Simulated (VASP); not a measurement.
# Re (P6_3/mmc) in VASP: notebook

Runs on Re. Level: r2SCAN. Tasks: single point.

All numbers are computed with VASP 6.6.1; they aren't measurements. Logs are shortened: lines on timing, memory, paths and dates and some standing lists are left out, and cuts for length are marked.

### 1 The cell of the first run

Symmetry: P6_3/mmc, No. 194, hexagonal system. Conventional cell: a = 2.785 Å, b = 2.785 Å, c = 4.506 Å, α = 90.00°, β = 90.00°, γ = 120.00°. Re (site symmetry -6m2) has 12 Re at 2.77 to 2.79 Å within 3.6 Å.

### 2 Single point, r2SCAN (volume scaled by 1.03, then relaxed in part)

The input, POSCAR:

```
Re
1.0
    2.7853352982      0.0000000000      0.0000000000
   -1.3926676491      2.4121711263      0.0000000000
    0.0000000000      0.0000000000      4.5064375397
Re
2
Direct
    0.3333333333      0.6666666667      0.2500000000
    0.6666666667      0.3333333333      0.7500000000
```

The input, INCAR.step1:

```
SYSTEM = Re
PREC     = Accurate       ! precision mode
ENCUT    = 520            ! plane-wave cutoff, eV
ISMEAR   = 0              ! smearing method
SIGMA    = 0.1            ! smearing width, eV
LREAL    = .FALSE.        ! projectors in reciprocal space
LASPH    = .TRUE.         ! aspherical terms in the spheres
NELM     = 100            ! most SCF steps
NBANDS   = 14             ! bands
GGA      = PE             ! functional
ALGO     = Normal         ! electronic algorithm
EDIFF    = 1E-4           ! SCF threshold, eV
LWAVE    = .TRUE.         ! write WAVECAR
LCHARG   = .FALSE.        ! write CHGCAR
```

The input, INCAR.step2:

```
SYSTEM = Re
PREC     = Accurate       ! precision mode
ENCUT    = 520            ! plane-wave cutoff, eV
EDIFF    = 1E-7           ! SCF threshold, eV
ISMEAR   = 0              ! smearing method
SIGMA    = 0.1            ! smearing width, eV
LREAL    = .FALSE.        ! projectors in reciprocal space
LASPH    = .TRUE.         ! aspherical terms in the spheres
NELM     = 100            ! most SCF steps
ALGO     = Normal         ! electronic algorithm
ISIF     = 2              ! what is computed and relaxed
LWAVE    = .FALSE.        ! write WAVECAR
LCHARG   = .FALSE.        ! write CHGCAR
METAGGA  = R2SCAN         ! meta-GGA
LMIXTAU  = .TRUE.       
NBANDS   = 14             ! bands
ISTART   = 1
```

The input, KPOINTS:

```
Automatic mesh
0
G
  18 18 10
  0 0 0
```

Potentials or basis: VASP PAW PBE potentials, release 64 (Re).

Run with:

```sh
cat potpaw_PBE.64/Re/POTCAR > POTCAR
cp INCAR.step1 INCAR
mpirun -np 1 vasp_std > vasp.out
cp INCAR.step2 INCAR
mpirun -np 1 vasp_std > vasp.out
```

OUTCAR:

```text
SYSTEM = Re
   PREC = Accurate
   ENCUT = 520
   EDIFF = 1E-7
   ISMEAR = 0
   LREAL = .FALSE.
   LASPH = .TRUE.
   NELM = 100
   ISIF = 2
   METAGGA = R2SCAN
   ISTART = 1

 ion  position               nearest neighbor table
   1  0.333  0.667  0.250-   2 2.77   2 2.77   2 2.77   2 2.77   2 2.77   2 2.77
   2  0.667  0.333  0.750-   1 2.77   1 2.77   1 2.77   1 2.77   1 2.77   1 2.77

  LATTYP: Found a hexagonal cell.
 ALAT       =     2.7853352982
 C/A-ratio  =     1.6179156393

  Lattice vectors:

 A1 = (   2.7853352982,   0.0000000000,   0.0000000000)
 A2 = (  -1.3926676491,   2.4121711263,   0.0000000000)
 A3 = (   0.0000000000,   0.0000000000,   4.5064375397)

Analysis of symmetry for initial positions (statically):
=====================================================================
 Subroutine PRICEL returns:
 Original cell was already a primitive cell.

 Routine SETGRP: Setting up the symmetry group for a
 hexagonal supercell.

 Subroutine GETGRP returns: Found 24 space group operations
 (whereof 12 operations were pure point group operations)
 out of a pool of 24 trial point group operations.

The static configuration has the point symmetry D_3d.
 The point group associated with its full space group is D_6h.

Analysis of symmetry for dynamics (positions and initial velocities):
=====================================================================
 Subroutine PRICEL returns:
 Original cell was already a primitive cell.

 Routine SETGRP: Setting up the symmetry group for a
 hexagonal supercell.

 Subroutine GETGRP returns: Found 24 space group operations
 (whereof 12 operations were pure point group operations)
 out of a pool of 24 trial point group operations.

The dynamic configuration has the point symmetry D_3d.
 The point group associated with its full space group is D_6h.

 Subroutine INISYM returns: Found 24 space group operations
 (whereof 12 operations are pure point group operations),
 and found     1 'primitive' translations

----------------------------------------------------------------------------------------

                                     Primitive cell

  volume of cell :      30.2774

  direct lattice vectors                    reciprocal lattice vectors
     2.785335298  0.000000000  0.000000000     0.359023203  0.207282143  0.000000000
    -1.392667649  2.412171126  0.000000000     0.000000000  0.414564286  0.000000000
     0.000000000  0.000000000  4.506437540     0.000000000  0.000000000  0.221904773

  length of vectors
     2.785335298  2.785335298  4.506437540     0.414564286  0.414564286  0.221904773

  position of ions in fractional coordinates (direct lattice)
     0.333333333  0.666666667  0.250000000
     0.666666667  0.333333333  0.750000000

  ion indices of the primitive-cell ions
   primitive index   ion index
                 1           1
                 2           2

----------------------------------------------------------------------------------------

 KPOINTS: Automatic mesh

Automatic generation of k-mesh.
 Grid dimensions read from file:
 generate k-points for:   18   18   10

 Generating k-lattice:

  Cartesian coordinates                     Fractional coordinates (reciprocal lattice)
     0.019945733  0.011515675  0.000000000     0.055555556  0.000000000  0.000000000
     0.000000000  0.023031349  0.000000000     0.000000000  0.055555556  0.000000000
     0.000000000  0.000000000  0.022190477     0.000000000  0.000000000  0.100000000

  Length of vectors
     0.023031349  0.023031349  0.022190477

  Shift w.r.t. Gamma in fractional coordinates (k-lattice)
     0.000000000  0.000000000  0.000000000

 Subroutine IBZKPT returns following result:
 ===========================================

 Found    222 irreducible k-points:

 Following reciprocal coordinates:
            Coordinates               Weight
  0.000000  0.000000  0.000000      1.000000
  0.055556  0.000000  0.000000      6.000000
  0.111111  0.000000  0.000000      6.000000
  0.166667  0.000000  0.000000      6.000000
  0.222222  0.000000  0.000000      6.000000
  0.277778  0.000000  0.000000      6.000000
[... 16 lines left out ...]
  0.333333  0.111111  0.000000     12.000000
  0.388889  0.111111  0.000000     12.000000
 [... further k-points ...]
   k-points           NKPTS =    222   k-points in BZ     NKDIM =    222   number of bands    NBANDS=     14
   number of dos      NEDOS =    301   number of ions     NIONS =      2
   total plane-waves  NPLWV =  20736
   dimension x,y,z NGX =    24 NGY =   24 NGZ =   36
   dimension x,y,z NGXF=    48 NGYF=   48 NGZF=   72
   ions per type =               2
   NGX,Y,Z   is equivalent  to a cutoff of  14.32, 14.32, 13.28 a.u.
   NGXF,Y,Z  is equivalent  to a cutoff of  28.65, 28.65, 26.56 a.u.
 SYSTEM =  Re
   PREC   = accura    normal or accurate (medium, high low for compatibility)
   ISTART =      1    job   : 0-new  1-cont  2-samecut
   ICHARG =      0    charge: 1-file 2-atom 10-const
   ISPIN  =      1    spin polarized calculation?
   LNONCOLLINEAR =      F non collinear calculations
   LSORBIT =      F    spin-orbit coupling
   LASPH  =      T    aspherical Exc in radial PAW
   ENCUT  =  520.0 eV  38.22 Ry    6.18 a.u.   5.18  5.18  8.38*2*pi/ulx,y,z
   NELM   =    100;   NELMIN=  2; NELMDL=  0     # of ELM steps
   EDIFF  = 0.1E-06   stopping-criterion for ELM
   LREAL  =      F    real-space projection
   EDIFFG = 0.1E-05   stopping-criterion for IOM
   NSW    =      0    number of steps for IOM
   IBRION =     -1    ionic relax: 0-MD 1-quasi-New 2-CG
   NFREE  =      0    steps in history (QN), initial steepest desc. (CG)
   ISIF   =      2    stress and relaxation
   ISYM   =      2    0-nonsym 1-usesym 2-fastsym
   POTIM  = 0.5000    time-step for ionic-motion
   TEBEG  =    0.0;   TEEND  =   0.0 temperature during run
   PSTRESS=    0.0 pullay stress
   NELECT =      14.0000    total number of electrons
   NUPDOWN=      -1.0000    fix difference up-down
   EMIN   =  10.00;   EMAX   =-10.00  energy-range for DOS
   EFERMI =   0.00;   METHOD = LEGACY
   ISMEAR =     0;   SIGMA  =   0.10  broadening in eV -4-tet -1-fermi 0-gaus
   EFERMI_NEDOS =   21; number of points for ismear=-14 and -15
   IALGO  =     38    algorithm
   IMIX   =      4    mixing-type and parameters
[... 6 lines left out ...]
   METAGGA = R2SCAN    functional components
   LHFCALC =     F    Hartree Fock is set to
   AEXX    =    0.0000 exact exchange contribution
   IVDW    =     0    specifies the selected vdW correction
   LEPSILON=     F    determine dielectric tensor
   LRPA    =     F    only Hartree local field effects (RPA)
 non-spin polarized calculation
 Gauss-broadening in eV      SIGMA  =   0.10
  energy-cutoff  :      520.00
  volume of cell :       30.28
 maximum number of plane-waves:       834
 NGX is ok and might be reduce to    24
   NGX = 11   NGY = 11   NGZ = 17

 number of electron      14.0000000 magnetization

 Free energy of the ion-electron system (eV)
  ---------------------------------------------------
  ext. energy  EPLUGINS =         0.00000000
  ---------------------------------------------------
  free energy    TOTEN  =      -104.87415385 eV

  energy without entropy =     -104.86630039  energy(sigma->0) =     -104.87022712

 E-fermi :   7.3224     XC(G=0): -14.8136

 val. band max:        7.3197939840   @ k =   0.3333   0.1667   0.4000
 cond. band min:       7.3263085993   @ k =   0.3889   0.0556   0.4000
 fundamental gap:      0.0065146153
 Fermi energy:         7.3224140255

 k-point     1 :       0.0000    0.0000    0.0000
  band No.  band energies     occupation
      1      -2.8081      2.00000
      2       0.6165      2.00000
      3       5.7449      2.00000
      4       5.7939      2.00000
      5       5.7939      2.00000
      6       6.6131      2.00000
      7       6.6131      2.00000
      8       7.5706      0.00045
      9       7.5706      0.00045
     10       7.8057      0.00000
     11      10.7240      0.00000
     12      10.7240      0.00000
     13      17.4768      0.00000
     14      22.1353      0.00000

 k-point     2 :       0.0556    0.0000    0.0000
  band No.  band energies     occupation
      1      -2.6793      2.00000
      2       0.7373      2.00000
      3       5.4040      2.00000
      4       5.9101      2.00000
      5       6.0904      2.00000
      6       6.5205      2.00000
      7       6.7226      2.00000
      8       7.2412      1.74921
      9       7.4727      0.03359
     10       7.5731      0.00039
     11      10.7882      0.00000
     12      11.2937      0.00000
     13      17.4672      0.00000
     14      22.4171      0.00000

 k-point     3 :       0.1111    0.0000    0.0000
  band No.  band energies     occupation
      1      -2.3035      2.00000
      2       1.0776      2.00000
      3       4.9749      2.00000
      4       6.2133      2.00000
      5       6.2547      2.00000
      6       6.2942      2.00000
      7       6.4979      2.00000
      8       7.0465      1.99990
      9       7.2148      1.87183
     10       7.3758      0.45015
     11      10.9484      0.00000
     12      12.4739      0.00000
     13      17.4149      0.00000
     14      23.1866      0.00000

 k-point     4 :       0.1667    0.0000    0.0000
  band No.  band energies     occupation
      1      -1.7139      2.00000
      2       1.5544      2.00000
      3       4.5485      2.00000
      4       5.2894      2.00000
      5       5.8930      2.00000
      6       6.8148      2.00000
      7       6.8696      2.00000
      8       6.9465      2.00000
      9       7.1147      1.99668
     10       7.5692      0.00048
     11      11.1421      0.00000
     12      13.8339      0.00000
     13      17.2814      0.00000
     14      24.0553      0.00000

 k-point     5 :       0.2222    0.0000    0.0000
  band No.  band energies     occupation
      1      -0.9717      2.00000
      2       1.9695      2.00000
      3       4.2945      2.00000
      4       4.3627      2.00000
      5       5.6118      2.00000
      6       6.5013      2.00000
      7       6.8200      2.00000
      8       7.5614      0.00072
      9       7.5661      0.00057
     10       8.2629      0.00000
     11      11.3216      0.00000
[... 276 lines left out ...]
 k-point    22 :       0.2778    0.1111    0.0000
  band No.  band energies     occupation
      1       0.8954      2.00000
      2       2.2593      2.00000
      3       2.8844      2.00000
      4       4.1534      2.00000
      5       5.4065      2.00000
      6       5.8961      2.00000
      7       6.4780      2.00000
      8       8.6943      0.00000
      9       9.9022      0.00000
     10      10.8891      0.00000
     11      11.3475      0.00000
     12      16.8414      0.00000
     13      18.4801      0.00000
     14      19.4739      0.00000

 k-point    23 :       0.3333    0.1111    0.0000
  band No.  band energies     occupation
      1       1.4098      2.00000
      2       2.0064      2.00000
      3       2.4531      2.00000
      4       4.5340      2.00000
      5       5.3072      2.00000
      6       6.1636      2.00000
      7       6.3448      2.00000
      8       9.6036      0.00000
      9      10.6651      0.00000
     10      11.3825      0.00000
     11      11.9601      0.00000
     12      17.1158      0.00000
     13      17.5455      0.00000
     14      19.5943      0.00000

 k-point    24 :       0.3889    0.1111    0.0000
  band No.  band energies     occupation
      1       1.6619      2.00000
      2       1.8296      2.00000
      3       2.1879      2.00000
      4       4.9349      2.00000
      5       5.2856      2.00000
      6       5.9244      2.00000
      7       6.6790      2.00000
      8      10.5270      0.00000
      9      11.1367      0.00000
     10      11.4002      0.00000
     11      12.9546      0.00000
     12      15.8143      0.00000
     13      17.7385      0.00000
     14      18.9327      0.00000

 [... further k-points ...]

------------------------ aborting loop because EDIFF is reached ----------------------------------------

  FORCE on cell =-STRESS in cart. coord.  units (eV):
  Direction    XX          YY          ZZ          XY          YZ          ZX
  --------------------------------------------------------------------------------------
  -------------------------------------------------------------------------------------
  Total       -2.0541972     -2.0541972     -2.0829081      0.0000000     -0.0000000     -0.0000000
  in kB     -108.7010563   -108.7010563   -110.2203365      0.0000000     -0.0000000     -0.0000000
  external PRESSURE =    -109.2074830 kB  Pullay stress =       0.0000000 kB

 VOLUME and BASIS-vectors are now :
 -----------------------------------------------------------------------------
  energy-cutoff  :      520.00
  volume of cell :       30.28
      direct lattice vectors                 reciprocal lattice vectors
     2.785335298  0.000000000  0.000000000     0.359023203  0.207282143  0.000000000
    -1.392667649  2.412171126  0.000000000     0.000000000  0.414564286  0.000000000
     0.000000000  0.000000000  4.506437540     0.000000000  0.000000000  0.221904773

 POSITION                                       TOTAL-FORCE (eV/Angst)
 -----------------------------------------------------------------------------------
     -0.00000      1.60811      1.12661         0.000000      0.000000      0.000000
      1.39267      0.80406      3.37983        -0.000000      0.000000      0.000000
 -----------------------------------------------------------------------------------
    total drift:                                0.000000     -0.000000     -0.000000

  FREE ENERGIE OF THE ION-ELECTRON SYSTEM (eV)
  ---------------------------------------------------
  free  energy   TOTEN  =      -104.8741538540 eV

  energy  without entropy=     -104.8663003903  energy(sigma->0) =     -104.87022712
```

Run time: 2.5 min. Hardware: 1 thread of Intel Xeon 6975P-C (Granite Rapids), shared host; peak memory 0.22 GiB.

Results:

| Quantity | Value |
| --- | --- |
| Free energy | -104.8742 eV |
| Pressure | -10.9 GPa |
| Band gap on the k mesh | zero (band 7 reaches 8.70 eV, above the bottom of band 8 at 5.67 eV) |

Caveat: the cell differs from its parent crystal (volume scaled by 1.03, then relaxed in part); the PAW data sets were made with another functional, which shifts forces and pressure a little; spin-orbit coupling is left out, which moves the levels of the heavy elements.

### 3 Single point, r2SCAN (volume scaled by 1.06, then relaxed in part)

The input, POSCAR:

```
Re
1.0
    2.8124687737      0.0000000000      0.0000000000
   -1.4062343869      2.4356694054      0.0000000000
    0.0000000000      0.0000000000      4.5486397674
Re
2
Direct
    0.3333333333      0.6666666667      0.2500000000
    0.6666666667      0.3333333333      0.7500000000
```

The input, INCAR.step1:

```
SYSTEM = Re
PREC = Accurate ; ENCUT = 520
ISMEAR = 0 ; SIGMA = 0.1
LREAL = .FALSE. ; LASPH = .TRUE.
NELM = 60 ; NBANDS = 14
GGA = PE ; ALGO = Normal
EDIFF = 1E-4 ; LWAVE = .TRUE.
LCHARG = .FALSE.
```

The input, INCAR.step2:

```
SYSTEM = Re
PREC = Accurate ; ENCUT = 520
EDIFF = 1E-6 ; ISMEAR = 0
SIGMA = 0.1 ; LREAL = .FALSE.
LASPH = .TRUE. ; NELM = 60
ALGO = Normal ; ISIF = 2
LWAVE = .FALSE. ; LCHARG = .FALSE.
METAGGA = R2SCAN ; LMIXTAU = .TRUE.
NBANDS = 14 ; ISTART = 1
```

KPOINTS is that of step 2.

Potentials or basis: VASP PAW PBE potentials, release 64 (Re).

Run with:

```sh
cat potpaw_PBE.64/Re/POTCAR > POTCAR
cp INCAR.step1 INCAR
mpirun -np 1 vasp_std > vasp.out
cp INCAR.step2 INCAR
mpirun -np 1 vasp_std > vasp.out
```

It took 1.9 min on 1 thread of Intel Xeon 6975P-C (Granite Rapids), shared host; peak memory 0.22 GiB.

It converged, with:

| Quantity | Value |
| --- | --- |
| Free energy | -104.7884 eV |
| Pressure | -20.2 GPa |
| Band gap on the k mesh | zero (band 7 reaches 8.29 eV, above the bottom of band 8 at 5.40 eV) |

Stress tensor (GPa, compression positive):
```
-20.21   0.00   0.00
  0.00 -20.21   0.00
  0.00   0.00 -20.31
```

Levels at points of the mesh, in eV from the Fermi level:
```
           k point  band 4  band 5  band 6  band 7  band 8  band 9  band 10  band 11
(0.00, 0.00, 0.00)   -1.46   -1.46   -0.68   -0.68    0.24    0.24     0.44     3.27
(0.50, 0.00, 0.00)   -1.83   -1.79   -1.35   -0.60    3.80    4.16     4.29     5.78
(0.00, 0.00, 0.50)   -2.33   -1.58   -1.58   -1.58   -1.58    2.46     2.46     2.46
(0.50, 0.00, 0.50)   -3.93    0.44    0.44    0.80    0.80    4.09     4.09     4.57
```

Caveat: the cell differs from its parent crystal (volume scaled by 1.06, then relaxed in part); the PAW data sets were made with another functional, which shifts forces and pressure a little; spin-orbit coupling is left out, which moves the levels of the heavy elements.

### 4 Single point, r2SCAN

This run uses another cell than the first one, of 14.71 Å³/atom, 0.972 times its volume.

The input, POSCAR:

```
Re
1.0
    2.7608000000      0.0000000000      0.0000000000
   -1.3804000000      2.3909229348      0.0000000000
    0.0000000000      0.0000000000      4.4582000000
Re
2
Direct
    0.3333333333      0.6666666667      0.2500000000
    0.6666666667      0.3333333333      0.7500000000
```

The input, INCAR.step1:

```
SYSTEM = Re
PREC = Accurate
ENCUT = 520
ISMEAR = 0
SIGMA = 0.1
LREAL = .FALSE.
LASPH = .TRUE.
NELM = 80
NBANDS = 14
GGA = PE
ALGO = Normal
EDIFF = 1E-4
LWAVE = .TRUE.
LCHARG = .FALSE.
```

The input, INCAR.step2:

```
SYSTEM = Re
PREC = Accurate
ENCUT = 520
EDIFF = 1E-7
ISMEAR = 0
SIGMA = 0.1
LREAL = .FALSE.
LASPH = .TRUE.
NELM = 80
ALGO = Normal
ISIF = 2
LWAVE = .FALSE.
LCHARG = .FALSE.
METAGGA = R2SCAN
LMIXTAU = .TRUE.
NBANDS = 14
ISTART = 1
```

The input, KPOINTS:

```
Automatic mesh
0
G
  9 9 4
  0 0 0
```

Run with:

```sh
cat potpaw_PBE.64/Re/POTCAR > POTCAR
cp INCAR.step1 INCAR
mpirun -np 1 vasp_std > vasp.out
cp INCAR.step2 INCAR
mpirun -np 1 vasp_std > vasp.out
```

It took 58 s on 1 thread of Intel Xeon Platinum 8259CL at 2.50GHz (Skylake/Cascade Lake), shared host; peak memory 0.16 GiB.

It converged, with:

| Quantity | Value |
| --- | --- |
| Free energy | -104.8978 eV |
| Pressure | -0.5 GPa |
| Band gap on the k mesh | zero (band 7 reaches 8.83 eV, above the bottom of band 8 at 5.93 eV) |

Stress tensor (GPa, compression positive):
```
-0.63  0.00  0.00
 0.00 -0.63  0.00
 0.00  0.00 -0.21
```

Levels at points of the mesh, in eV from the Fermi level:
| k point | band 3 | band 4 | band 5 | band 6 | band 7 | band 8 | band 9 | band 10 | band 11 | band 12 |
| --- | --- | --- | --- | --- | --- | --- | --- | --- | --- | --- |
| (0.00, 0.00, 0.00) | -1.66 | -1.65 | -1.65 | -0.78 | -0.78 | 0.20 | 0.20 | 0.52 | 3.50 | 3.50 |
| (0.00, 0.00, 0.50) | -2.53 | -2.53 | -1.78 | -1.78 | -1.78 | -1.78 | 2.64 | 2.64 | 2.64 | 2.64 |

Caveat: the PAW data sets were made with another functional, which shifts forces and pressure a little; spin-orbit coupling is left out, which moves the levels of the heavy elements.

(Part 1 of 2 ends here.)
